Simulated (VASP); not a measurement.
# AlNi (Pm-3m) in VASP: single point with PBE

Aim: the single point of AlNi with PBE.

Program: VASP 6.6.1. These are calculated values, not measurements. Logs are shortened: lines on timing, memory, paths and dates and some standing lists are left out, and cuts for length are marked.

### Step 1. The cell of the first run

It takes space group Pm-3m (No. 221, cubic). The conventional cell has a = 2.881 Å, b = 2.881 Å, c = 2.881 Å, α = 90.00°, β = 90.00°, γ = 90.00°. Al (site symmetry m-3m) has 8 Ni at 2.50 Å and 6 Al at 2.88 Å within 3.3 Å. Within 3.3 Å of Ni (site symmetry m-3m) lie 8 Al at 2.50 Å and 6 Ni at 2.88 Å.

### Step 2. Single point, PBE, collinear spin, ferromagnetic start

File INCAR:

```
SYSTEM = AlNi
PREC = Accurate
ENCUT = 520
EDIFF = 1E-6
ISMEAR = -1
SIGMA = 0.1
LREAL = .FALSE.
LASPH = .TRUE.
NELM = 150
ALGO = Normal
ISIF = 2
LWAVE = .FALSE.
LCHARG = .TRUE.
ISPIN = 2
MAGMOM = 0 2
LORBIT = 11
LMAXMIX = 4
GGA = PE
LELF = .TRUE.
LVHAR = .TRUE.
NBANDS = 18
```

File KPOINTS:

```
regular mesh
0
G
  11 11 11
  0 0 0
```

File POSCAR:

```
AlNi
1.0
    2.8810000000      0.0000000000      0.0000000000
    0.0000000000      2.8810000000      0.0000000000
    0.0000000000      0.0000000000      2.8810000000
Al Ni
1 1
Direct
    0.0000000000      0.0000000000      0.0000000000
    0.5000000000      0.5000000000      0.5000000000
```

Potentials or basis: VASP PAW PBE potentials, release 64 (Al, Ni).

Started as:

```
$ cat potpaw_PBE.64/Al/POTCAR potpaw_PBE.64/Ni/POTCAR > POTCAR
$ mpirun -np 1 vasp_std > vasp.out
```

OUTCAR:

```text
SYSTEM = AlNi
   PREC = Accurate
   ENCUT = 520
   EDIFF = 1E-6
   ISMEAR = -1
   LREAL = .FALSE.
   LASPH = .TRUE.
   NELM = 150
   ISIF = 2
   ISPIN = 2
   LORBIT = 11
   GGA = PE

 ion  position               nearest neighbor table
   1  0.000  0.000  0.000-   2 2.50   2 2.50   2 2.50   2 2.50   2 2.50   2 2.50   2 2.50   2 2.50

   2  0.500  0.500  0.500-   1 2.50   1 2.50   1 2.50   1 2.50   1 2.50   1 2.50   1 2.50   1 2.50

  LATTYP: Found a simple cubic cell.
 ALAT       =     2.8810000000

  Lattice vectors:

 A1 = (   2.8810000000,   0.0000000000,   0.0000000000)
 A2 = (   0.0000000000,   2.8810000000,   0.0000000000)
 A3 = (   0.0000000000,   0.0000000000,   2.8810000000)

Analysis of symmetry for initial positions (statically):
=====================================================================
 Subroutine PRICEL returns:
 Original cell was already a primitive cell.

 Routine SETGRP: Setting up the symmetry group for a
 simple cubic supercell.

 Subroutine GETGRP returns: Found 48 space group operations
 (whereof 48 operations were pure point group operations)
 out of a pool of 48 trial point group operations.

The static configuration has the point symmetry O_h .

Analysis of symmetry for dynamics (positions and initial velocities):
=====================================================================
 Subroutine PRICEL returns:
 Original cell was already a primitive cell.

 Routine SETGRP: Setting up the symmetry group for a
 simple cubic supercell.

 Subroutine GETGRP returns: Found 48 space group operations
 (whereof 48 operations were pure point group operations)
 out of a pool of 48 trial point group operations.

The dynamic configuration has the point symmetry O_h .

Analysis of structural, dynamic, and magnetic symmetry:
=====================================================================
 Subroutine PRICEL returns:
 Original cell was already a primitive cell.

 Routine SETGRP: Setting up the symmetry group for a
 simple cubic supercell.

 Subroutine GETGRP returns: Found 48 space group operations
 (whereof 48 operations were pure point group operations)
 out of a pool of 48 trial point group operations.

The overall configuration has the point symmetry O_h .

 Subroutine INISYM returns: Found 48 space group operations
 (whereof 48 operations are pure point group operations),
 and found     1 'primitive' translations

----------------------------------------------------------------------------------------

                                     Primitive cell

  volume of cell :      23.9128

[... 107 lines left out ...]
     AMIX     =   0.40;   BMIX     =  1.00
     AMIX_MAG =   1.60;   BMIX_MAG =  1.00
  volume/ion in A,a.u.               =      11.96        80.69
  Fermi-wavevector in a.u.,A,eV,Ry     =   1.336122  2.524904 24.289410  1.785221
  Thomas-Fermi vector in A             =   2.464773
   LORBIT       =     11    0 simple, 1 ext, 2 COOP (PROOUT), +10 PAW based schemes
   GGA     = PE    functional components
   LHFCALC =     F    Hartree Fock is set to
   AEXX    =    0.0000 exact exchange contribution
   IVDW    =     0    specifies the selected vdW correction
   LEPSILON=     F    determine dielectric tensor
   LRPA    =     F    only Hartree local field effects (RPA)
 spin polarized calculation
  energy-cutoff  :      520.00
  volume of cell :       23.91
 maximum number of plane-waves:       659
 NGX is ok and might be reduce to    24
   NGX = 11   NGY = 11   NGZ = 11

 number of electron      13.0000015 magnetization      -0.0025657

 number of electron      13.0000015 magnetization       0.0001206

 Free energy of the ion-electron system (eV)
  ---------------------------------------------------
  ext. energy  EPLUGINS =         0.00000000
  ---------------------------------------------------
  free energy    TOTEN  =       -10.54922883 eV

  energy without entropy =      -10.51838142  energy(sigma->0) =      -10.53380513

 E-fermi :  10.0254     XC(G=0): -12.0482

 val. band max:       10.0232115562   @ k =   0.3636   0.2727   0.0909
 cond. band min:      10.0512041524   @ k =   0.4545   0.3636   0.2727
 fundamental gap:      0.0279925962
 Fermi energy:        10.0254124743

 spin component 1

 k-point     1 :       0.0000    0.0000    0.0000
  band No.  band energies     occupation
      1      -1.1115      1.00000
      2       6.7992      1.00000
      3       6.7992      1.00000
      4       8.4837      1.00000
      5       8.4837      1.00000
      6       8.4837      1.00000
[... 493 lines left out ...]
     17      31.0444      0.00000
     18      35.5189      0.00000

 [... further k-points ...]

 spin component 2

 k-point     1 :       0.0000    0.0000    0.0000
  band No.  band energies     occupation
      1      -1.1116      1.00000
      2       6.7991      1.00000
      3       6.7991      1.00000
      4       8.4835      1.00000
      5       8.4835      1.00000
      6       8.4835      1.00000
[... 493 lines left out ...]
     17      31.0443      0.00000
     18      35.5189      0.00000

 [... further k-points ...]
[... 5 lines left out ...]
  --------------------------------------------------------------------------------------
  -------------------------------------------------------------------------------------
  Total        0.3356927      0.3356927      0.3356927     -0.0000000      0.0000000     -0.0000000
  in kB       22.4917202     22.4917202     22.4917202     -0.0000000      0.0000000     -0.0000000
  external PRESSURE =      22.4917202 kB  Pullay stress =       0.0000000 kB

 VOLUME and BASIS-vectors are now :
 -----------------------------------------------------------------------------
  energy-cutoff  :      520.00
  volume of cell :       23.91
      direct lattice vectors                 reciprocal lattice vectors
     2.881000000  0.000000000  0.000000000     0.347101701  0.000000000  0.000000000
     0.000000000  2.881000000  0.000000000     0.000000000  0.347101701  0.000000000
     0.000000000  0.000000000  2.881000000     0.000000000  0.000000000  0.347101701

 POSITION                                       TOTAL-FORCE (eV/Angst)
 -----------------------------------------------------------------------------------
      0.00000      0.00000      0.00000         0.000000      0.000000      0.000000
      1.44050      1.44050      1.44050         0.000000      0.000000      0.000000
 -----------------------------------------------------------------------------------
    total drift:                                0.000000      0.000000     -0.000000

  FREE ENERGIE OF THE ION-ELECTRON SYSTEM (eV)
  ---------------------------------------------------
  free  energy   TOTEN  =       -10.5492288302 eV

  energy  without entropy=      -10.5183814213  energy(sigma->0) =      -10.53380513

 total charge

# of ion       s       p       d       tot
------------------------------------------
    1        0.384   0.414   0.000   0.799
    2        0.475   0.515   8.474   9.465
--------------------------------------------------
tot          0.860   0.929   8.474  10.263

 magnetization (x)

# of ion       s       p       d       tot
------------------------------------------
    1        0.000   0.000   0.000   0.000
    2       -0.000  -0.000  -0.000  -0.000
--------------------------------------------------
tot         -0.000   0.000  -0.000  -0.000
```

OSZICAR:

```text
N       E                     dE             d eps       ncg     rms          rms(c)
DAV:   1     0.468120922594E+02    0.46812E+02   -0.50137E+03  4112   0.759E+02
DAV:   2    -0.908577627109E+01   -0.55898E+02   -0.49115E+02  4364   0.163E+02
DAV:   3    -0.116912309909E+02   -0.26055E+01   -0.25614E+01  4824   0.366E+01
DAV:   4    -0.117239384877E+02   -0.32707E-01   -0.32677E-01  4718   0.362E+00
DAV:   5    -0.117246637020E+02   -0.72521E-03   -0.72515E-03  4816   0.589E-01    0.142E+01
DAV:   6    -0.144777954821E+02   -0.27531E+01   -0.45219E+01  4606   0.800E+01    0.180E+01
DAV:   7    -0.105730659006E+02    0.39047E+01   -0.13779E+01  4582   0.468E+01    0.192E+00
DAV:   8    -0.105610764400E+02    0.11989E-01   -0.43019E-01  5242   0.632E+00    0.117E+00
DAV:   9    -0.105486145662E+02    0.12462E-01   -0.52810E-02  4868   0.204E+00    0.693E-01
DAV:  10    -0.105491689565E+02   -0.55439E-03   -0.17277E-03  5372   0.414E-01    0.250E-01
DAV:  11    -0.105491364112E+02    0.32545E-04   -0.28748E-03  5218   0.461E-01    0.101E-01
DAV:  12    -0.105492314679E+02   -0.95057E-04   -0.28484E-04  5208   0.161E-01    0.362E-02
DAV:  13    -0.105492293445E+02    0.21234E-05   -0.13439E-05  5034   0.325E-02    0.226E-02
DAV:  14    -0.105492288302E+02    0.51429E-06   -0.21098E-06  3478   0.155E-02
   1 F= -.10549229E+02 E0= -.10533805E+02  d E =-.308474E-01  mag=    -0.0001
```

stdout:

```text
POSCAR found type information on POSCAR AlNi
 POSCAR found :  2 types and       2 ions
 scaLAPACK will be used
 LDA part: xc-table for (Slater+PW92), standard interpolation
 POSCAR, INCAR and KPOINTS ok, starting setup
 FFT: planning ... GRIDC
 FFT: planning ... GRID_SOFT
 FFT: planning ... GRID
 WAVECAR not read
 entering main loop
```

Wall time 58 s (1 thread of Intel Xeon 8259CL, shared host); peak memory 0.17 GiB.

Results:

| Quantity | Value |
| --- | --- |
| Free energy | -10.5492 eV |
| Pressure | 2.2 GPa |
| Net moment | 0.00 μB per cell |
| Valence electrons inside the program's atomic spheres | Al 0.80; Ni 9.46 |

Levels at points of the mesh, in eV from the Fermi level:
Spin up:
```csv
k point,band 4,band 5,band 6,band 7,band 8,band 9
"(0.00, 0.00, 0.00)",-1.54,-1.54,-1.54,5.50,5.50,5.50
```
Spin down:
```tsv
k point	band 3	band 4	band 5	band 6	band 7	band 8	band 9	band 10
(0.00, 0.00, 0.00)	-3.23	-1.54	-1.54	-1.54	5.50	5.50	5.50	8.13
```

Caveat: the starting moments collapsed, and a magnetic state may lie lower.
